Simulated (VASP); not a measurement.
# K3Zn4F12 (a cell with a defect) in VASP: a series of runs, part 2 of 2

VASP 6.6.1. Earlier steps stand in the parts before.

## (3) Single point, PBEsol

File INCAR:

```
SYSTEM = K3Zn4F12
PREC = Accurate
ENCUT = 520
EDIFF = 1E-7
ISMEAR = 0
SIGMA = 0.05
LREAL = Auto
LASPH = .True.
NELM = 100
ALGO = Normal
ISIF = 2
LWAVE = .False.
LCHARG = .False.
GGA = PS
NBANDS = 94
NELECT = 160.0
```

File KPOINTS:

```
regular mesh
0
Gamma
  4 4 4
  0 0 0
```

File POSCAR:

```
K3Zn4F12
1.0
   -4.0521678200      4.0521678200      4.0521678200
    4.0521678200     -4.0521678200      4.0521678200
    4.0521678200      4.0521678200     -4.0521678200
K Zn F
3 4 12
Direct
   -0.2500000111      0.2500000111      0.5000000222
    0.0000000000      0.0000000000      0.0000000000
    0.5000000222      0.5000000222      0.0000000000
    0.4878467743      0.5121532701      0.5000000222
    0.0121532479     -0.0121532479      0.5000000222
    0.0121532479      0.5121532701      0.0243064958
    0.4878467743     -0.0121532479     -0.0243064958
    0.7500000333      0.7500000333      0.5000000222
    0.2500000111      0.2500000111      0.5000000222
    0.2500000111      0.7500000333      0.0000000000
    0.7500000333      0.2500000111      0.0000000000
    0.4627177559      0.2500000111      0.2127177447
   -0.0012541435      0.7500000333      0.2487458676
    0.0372822664      0.2500000111      0.7872822997
    0.5012541657      0.7500000333      0.7512541768
    0.7500000333      0.5372822886      0.7872822997
    0.2500000111      0.0012541435      0.7512541768
    0.2500000111      0.4987458787      0.2487458676
    0.7500000333     -0.0372822664      0.2127177447
```

Potentials or basis: VASP PAW PBE potentials, release 64 (K_sv, Zn, F).

Command:

```bash
$ cat potpaw_PBE.64/K_sv/POTCAR potpaw_PBE.64/Zn/POTCAR potpaw_PBE.64/F/POTCAR > POTCAR
$ mpirun -np 1 vasp_std > vasp.out
```

OUTCAR:

```text
SYSTEM = K3Zn4F12
   PREC = Accurate
   ENCUT = 520
   EDIFF = 1E-7
   ISMEAR = 0
   LREAL = Auto
   LASPH = .True.
   NELM = 100
   ISIF = 2
   GGA = PS
   NELECT = 160.0

 ion  position               nearest neighbor table
   1  0.750  0.250  0.500-  12 2.33  16 2.33  14 2.33  19 2.33   6 3.00   4 3.00   7 3.00   5 3.00

   2  0.000  0.000  0.000-  14 2.66  19 2.66  16 2.66  12 2.66  17 2.86  15 2.86  13 2.86  18 2.86

   3  0.500  0.500  0.000-  16 2.66  19 2.66  12 2.66  14 2.66  15 2.86  13 2.86  18 2.86  17 2.86

   4  0.488  0.512  0.500-  18 1.93  15 1.93   8 2.03   9 2.03  16 2.13  12 2.13   1 3.00
   5  0.012  0.988  0.500-  13 1.93  17 1.93   8 2.03   9 2.03  19 2.13  14 2.13   1 3.00
   6  0.012  0.512  0.024-  13 1.93  18 1.93  11 2.03  10 2.03  16 2.13  14 2.13   1 3.00
   7  0.488  0.988  0.976-  15 1.93  17 1.93  10 2.03  11 2.03  12 2.13  19 2.13   1 3.00
   8  0.750  0.750  0.500-   5 2.03   4 2.03
   9  0.250  0.250  0.500-   5 2.03   4 2.03
  10  0.250  0.750  0.000-   7 2.03   6 2.03
  11  0.750  0.250  0.000-   6 2.03   7 2.03
  12  0.463  0.250  0.213-   7 2.13   4 2.13   1 2.33   3 2.66   2 2.66
  13  0.999  0.750  0.249-   5 1.93   6 1.93   2 2.86   3 2.86
  14  0.037  0.250  0.787-   6 2.13   5 2.13   1 2.33   2 2.66   3 2.66
[... 226 lines left out ...]
      4     -22.9245      2.00000
      5     -22.6410      2.00000
      6     -22.5849      2.00000
[... 1224 lines left out ...]
     91       8.3755      0.00000
     92       8.3755      0.00000
 [bands above 92 left out]

------------------------ aborting loop because EDIFF is reached ----------------------------------------

  FORCE on cell =-STRESS in cart. coord.  units (eV):
  Direction    XX          YY          ZZ          XY          YZ          ZX
  --------------------------------------------------------------------------------------
  -------------------------------------------------------------------------------------
  Total       14.1308946     14.1308946      3.2687219      0.0000000     -0.0000000      0.0000000
  in kB       85.0663854     85.0663854     19.6773354      0.0000000     -0.0000000      0.0000000
  external PRESSURE =      63.2700354 kB  Pullay stress =       0.0000000 kB

 VOLUME and BASIS-vectors are now :
 -----------------------------------------------------------------------------
  energy-cutoff  :      520.00
  volume of cell :      266.15
      direct lattice vectors                 reciprocal lattice vectors
    -4.052167820  4.052167820  4.052167820     0.000000000  0.123390743  0.123390743
     4.052167820 -4.052167820  4.052167820     0.123390743  0.000000000  0.123390743
     4.052167820  4.052167820 -4.052167820     0.123390743  0.123390743  0.000000000

 POSITION                                       TOTAL-FORCE (eV/Angst)
 -----------------------------------------------------------------------------------
      0.00000      4.05217      2.02608         0.000000     -0.000000     -0.000000
      0.00000      0.00000      0.00000         0.000000     -0.000000     -0.000000
      0.00000      0.00000      4.05217         0.000000     -0.000000     -0.000000
      2.12458      1.92759      2.02608        -0.072332      0.072332     -0.000000
      5.97976     -1.92759      2.02608         0.072332     -0.072332     -0.000000
      2.12458     -1.92759      2.02608        -0.072332     -0.072332      0.000000
[... 11 lines left out ...]
      2.01592     -0.00000      2.02608         0.004182     -0.000000      0.000000
      1.72394      0.00000      6.07825        -0.083332     -0.000000     -0.000000
 -----------------------------------------------------------------------------------
    total drift:                               -0.001543     -0.001481     -0.001510

  FREE ENERGIE OF THE ION-ELECTRON SYSTEM (eV)
  ---------------------------------------------------
  free  energy   TOTEN  =       -78.6121554023 eV

  energy  without entropy=      -78.6121554023  energy(sigma->0) =      -78.61215540
```

Run time: 13 min. Hardware: 1 thread of Intel Xeon Platinum 8488C (Sapphire Rapids), shared host; peak memory 0.5 GiB.

What came out:

```yaml
Free_energy: -78.6122 eV
Largest_force: 0.102 eV/Å
```

Forces in eV/Å, atoms in the order of the input:
```
K    0.000  0.000  0.000
K    0.000  0.000  0.000
K    0.000  0.000  0.000
Zn  -0.072  0.072  0.000
Zn   0.072 -0.072  0.000
Zn  -0.072 -0.072  0.000
Zn   0.072  0.072  0.000
F    0.000  0.000  0.000
F    0.000  0.000  0.000
F    0.000  0.000  0.000
F    0.000  0.000  0.000
F    0.000 -0.083  0.000
F    0.000  0.004  0.000
F    0.000  0.083  0.000
F    0.000 -0.004  0.000
F    0.083  0.000  0.000
F   -0.004  0.000  0.000
F    0.004  0.000  0.000
F   -0.083  0.000  0.000
```

Caveat: the cell carries a net charge on a neutralising background, which shifts energy and pressure; the cell is charged against a uniform background, so pressure and absolute levels hang on convention; the PAW data sets were made with another functional, which shifts forces and pressure a little.
